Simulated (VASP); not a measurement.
# Se (Cmcm) in VASP: a series of runs, part 2 of 2

VASP 6.6.1.

## (3) Relaxation of the atoms, PBE

The input, INCAR:

```
  PREC = Accurate
  ENCUT = 520
  EDIFF = 1E-6
  ISMEAR = 0
  SIGMA = 0.1
  LREAL = False
  LASPH = True
  NELM = 60
  ALGO = Normal
  ISIF = 2
  LWAVE = False
  LCHARG = False
  GGA = PE
  IBRION = 2
  NSW = 25
  EDIFFG = -0.02
```

The input, KPOINTS:

```
Automatic mesh
0
Gamma
  6 6 4
```

The input, POSCAR:

```
Se
1.0
    1.3942694300     -4.0390027650      0.0000000000
    1.3942694300      4.0390027650      0.0000000000
    0.0000000000      0.0000000000      4.6134314000
Se
2
Direct
    0.9356553200      0.0643446800      0.2500000000
    0.0643446800      0.9356553200      0.7500000000
```

Potentials or basis: VASP PAW PBE potentials, release 64 (Se).

Run with:

```console
cat potpaw_PBE.64/Se/POTCAR > POTCAR
mpirun -np 1 vasp_std > vasp.out
```

Wall time 36 s (1 thread of Intel Xeon Platinum 8259CL at 2.50GHz (Skylake/Cascade Lake), shared host); peak memory 0.19 GiB.

The run converged. Its results:

* Free energy: -6.6661 eV
* Energy gained by relaxing: 4.5 meV/atom
* Ionic steps: 4
* Pressure after relaxing: 2.4 GPa
* Largest force after relaxing: 0.006 eV/Å
* Band gap on the k mesh: zero (band 6 reaches 5.33 eV, above the bottom of band 7 at 2.06 eV)

Forces on the atoms (eV/Å):
```
Se   0.000 -0.006  0.000
Se   0.000  0.006  0.000
```

Stress tensor (GPa, compression positive):
```
5.21 0.00 0.00
0.00 1.03 0.00
0.00 0.00 1.11
```

The path:
| step | energy change (eV) | largest force (eV/Å) | pressure (GPa) |
| --- | --- | --- | --- |
| 1 | 0.0000 | 0.3066 | 1.62 |
| 2 | -0.0067 | 0.1481 | 2.01 |
| 3 | -0.0090 | 0.0234 | 2.37 |
| 4 | -0.0091 | 0.0059 | 2.45 |

Final structure:
```yaml
crystal:
  lattice:
    - [1.39427, -4.03900, 0.00000]
    - [1.39427, 4.03900, 0.00000]
    - [0.00000, 0.00000, 4.61343]
  atoms:
    - { symbol: Se, position: [0.93952, 0.06048, 0.25000] }
    - { symbol: Se, position: [0.06048, 0.93952, 0.75000] }
```

Levels at points of the mesh, in eV from the Fermi level:
```
           k point  band 4  band 5  band 6  band 7  band 8  band 9
(0.00, 0.00, 0.00)   -2.22   -2.05    2.04    2.74    4.57    5.49
(0.50, 0.00, 0.00)   -4.76   -3.43   -1.19   -0.11    3.62    4.99
(0.50, 0.50, 0.00)   -4.24   -1.89    1.10    1.87    4.64    8.48
(0.00, 0.00, 0.50)   -3.61    0.45    0.45    3.13    3.13    4.90
(0.50, 0.00, 0.50)   -5.32   -2.39   -2.39    2.51    2.51    5.44
(0.50, 0.50, 0.50)   -5.08    0.98    0.98    3.03    3.03    8.21
```

Caveat: the k points lie up to 0.40 Å⁻¹ apart.

## (4) Single point, PBE

The input, INCAR:

```
PREC     = Accurate       # precision mode
ENCUT    = 520            # plane-wave cutoff, eV
EDIFF    = 1E-7           # SCF threshold, eV
ISMEAR   = 0              # smearing method
SIGMA    = 0.1            # smearing width, eV
LREAL    = False          # projectors in reciprocal space
LASPH    = True           # aspherical terms in the spheres
NELM     = 100            # most SCF steps
ALGO     = Normal         # electronic algorithm
ISIF     = 2              # what is computed and relaxed
LWAVE    = False          # write WAVECAR
LCHARG   = False          # write CHGCAR
GGA      = PE             # functional
NBANDS   = 13             # bands
```

The input, KPOINTS:

```
regular mesh
0
Gamma
  2 2 1
```

POSCAR is that of step 3.

Run with:

```console
cat potpaw_PBE.64/Se/POTCAR > POTCAR
mpirun -np 1 vasp_std > vasp.out
```

Wall time 9.3 s (1 thread of Intel Xeon Platinum 8375C at 2.90GHz (Ice Lake), shared host); peak memory 0.17 GiB.

The run converged. Its results:

```
Free energy            : -8.0868 eV
Pressure               : -0.9 GPa
Largest force          : 1.459 eV/Å
Band gap on the k mesh : zero (band 6 reaches 5.11 eV, above the bottom of band 7 at 3.01 eV)
```

Forces in eV/Å, atoms in the order of the input:
```
Se   0.000 -1.459  0.000
Se   0.000  1.459  0.000
```

Stress tensor (GPa, compression positive):
```
-18.63   0.00   0.00
  0.00  -0.81   0.00
  0.00   0.00  16.69
```

Levels at points of the mesh, in eV from the Fermi level:
| k point | band 3 | band 4 | band 5 | band 6 | band 7 | band 8 |
| --- | --- | --- | --- | --- | --- | --- |
| (0.00, 0.00, 0.00) | -6.78 | -2.45 | -2.14 | 1.66 | 2.06 | 3.99 |
| (0.50, 0.00, 0.00) | -7.06 | -4.87 | -4.10 | -1.10 | -0.44 | 2.97 |
| (0.50, 0.50, 0.00) | -6.48 | -4.24 | -2.24 | 0.44 | 1.47 | 4.09 |

Caveat: the k points lie up to 1.36 Å⁻¹ apart; forces of over 1 eV/Å act on the atoms, so gaps and moduli don't describe the material at rest.

## (5) Single point, PBE

The input, INCAR:

```
SYSTEM = Se
PREC = Accurate
ENCUT = 520
EDIFF = 1E-6
ISMEAR = 0
SIGMA = 0.1
LREAL = .False.
LASPH = .True.
NELM = 80
ALGO = Normal
ISIF = 2
LWAVE = .False.
LCHARG = .True.
GGA = PE
LELF = .True.
LVHAR = .True.
NBANDS = 13
```

The input, KPOINTS:

```
regular mesh
0
Gamma
  2 2 2
  0 0 0
```

POSCAR is that of step 4.

Run with:

```console
cat potpaw_PBE.64/Se/POTCAR > POTCAR
mpirun -np 1 vasp_std > vasp.out
```

Run time: 12 s. Hardware: 1 thread of Intel Xeon Platinum 8375C at 2.90GHz (Ice Lake), shared host; peak memory 0.17 GiB.

It converged, with:

| Property | Result |
| --- | --- |
| Free energy | -6.9389 eV |
| Pressure | 0.7 GPa |
| Largest force | 2.596 eV/Å |
| Band gap on the k mesh | zero (band 6 reaches 5.04 eV, above the bottom of band 7 at 2.94 eV) |

Forces in eV/Å, atoms in the order of the input:
```
Se   0.000  2.596  0.000
Se   0.000 -2.596  0.000
```

Stress tensor (GPa, compression positive):
```
-33.16   0.00   0.00
  0.00   8.90   0.00
  0.00   0.00  26.38
```

Levels at points of the mesh, in eV from the Fermi level:
| k point | band 4 | band 5 | band 6 | band 7 | band 8 | band 9 |
| --- | --- | --- | --- | --- | --- | --- |
| (0.00, 0.00, 0.00) | -3.16 | -3.06 | 0.94 | 1.52 | 3.32 | 4.69 |
| (0.50, 0.00, 0.00) | -5.57 | -4.75 | -2.05 | -1.15 | 2.43 | 3.92 |
| (0.50, 0.50, 0.00) | -5.13 | -2.92 | -0.12 | 0.76 | 3.41 | 7.37 |
| (0.00, 0.00, 0.50) | -4.60 | -0.67 | -0.67 | 1.98 | 1.98 | 4.11 |
| (0.50, 0.00, 0.50) | -6.53 | -3.36 | -3.36 | 1.47 | 1.47 | 4.42 |
| (0.50, 0.50, 0.50) | -6.09 | 0.00 | 0.00 | 1.88 | 1.88 | 7.19 |

Caveat: the k points lie up to 1.19 Å⁻¹ apart; forces of over 1 eV/Å act on the atoms, so gaps and moduli don't describe the material at rest.

## (6) Single point, PBE

This run uses another cell than the first one, of 22.14 Å³/atom, 0.852 times its volume.

The input, INCAR:

```
ALGO = Normal
EDIFF = 1E-6
ENCUT = 520
GGA = PE
ISIF = 2
ISMEAR = 0
LASPH = T
LCHARG = F
LREAL = F
LWAVE = F
NBANDS = 13
NELM = 80
PREC = Accurate
SIGMA = 0.1
```

The input, KPOINTS:

```
Automatic mesh
0
Gamma
  2 2 2
  0.5 0.5 0.5
```

The input, POSCAR:

```
Se
1.0
    1.3217822138     -3.8290174779      0.0000000000
    1.3217822138      3.8290174779      0.0000000000
    0.0000000000      0.0000000000      4.3735819190
Se
2
Direct
    0.9356553200      0.0643446800      0.2500000000
    0.0643446800      0.9356553200      0.7500000000
```

Potentials or basis: VASP PAW PBE potentials, release 64 (Se).

Run with:

```console
cat potpaw_PBE.64/Se/POTCAR > POTCAR
mpirun -np 1 vasp_std > vasp.out
```

It took 6.7 s on 1 thread of Intel Xeon Platinum 8375C at 2.90GHz (Ice Lake), shared host; peak memory 0.16 GiB.

The run converged. Its results:

```
Free energy            : -7.3974 eV
Pressure               : 14.4 GPa
Largest force          : 0.378 eV/Å
Band gap on the k mesh : zero (band 6 reaches 7.22 eV, above the bottom of band 7 at 5.02 eV)
```

Forces in eV/Å, atoms in the order of the input:
```
Se   0.000  0.378  0.000
Se   0.000 -0.378  0.000
```

Stress tensor (GPa, compression positive):
```
-6.39  0.00  0.00
 0.00 -7.30  0.00
 0.00  0.00 56.95
```

Levels at points of the mesh, in eV from the Fermi level:
```csv
k point,band 4,band 5,band 6,band 7,band 8,band 9
"(0.25, 0.25, 0.25)",-5.97,-4.85,-1.79,-0.51,3.60,3.70
```

Caveat: the k points lie up to 1.26 Å⁻¹ apart.

## (7) Overview

| task | spin | cell | k mesh | gap on the mesh (eV) | pressure (GPa) | largest force (eV/Å) |
| --- | --- | --- | --- | --- | --- | --- |
| single point | non-collinear, zero start, SOC | a = 4.273, b = 4.273, c = 4.613 Å, angles 90.0, 90.0, 141.9°, 2 atoms | 4 × 4 × 2 | - | 2.7 | 0.90 |
| relaxation of the atoms | off | atoms relaxed from a = 4.273, b = 4.273, c = 4.613 Å, angles 90.0, 90.0, 141.9°, 2 atoms | 6 × 6 × 4 | none | 2.4 | 0.01 |
| single point | off | a = 4.273, b = 4.273, c = 4.613 Å, angles 90.0, 90.0, 141.9°, 2 atoms | 2 × 2 × 1 | none | -0.9 | 1.46 |
| single point | off | a = 4.273, b = 4.273, c = 4.613 Å, angles 90.0, 90.0, 141.9°, 2 atoms | 2 × 2 × 2 | none | 0.7 | 2.60 |
| single point | off | a = 4.051, b = 4.051, c = 4.374 Å, angles 90.0, 90.0, 141.9°, 2 atoms | 2 × 2 × 2, shifted | none | 14.4 | 0.38 |

Alike in all rows: level PBE; potentials or basis VASP PAW PBE potentials, release 64 (Se); cutoff (eV) 520; smearing gaussian 0.1 eV.

Caveats: all runs use coarse meshes; forces of over 1 eV/Å act on the atoms, so gaps and moduli don't describe the material at rest (some runs).

Total energies depend on the potentials used, so only differences within one code and one set of settings carry meaning.
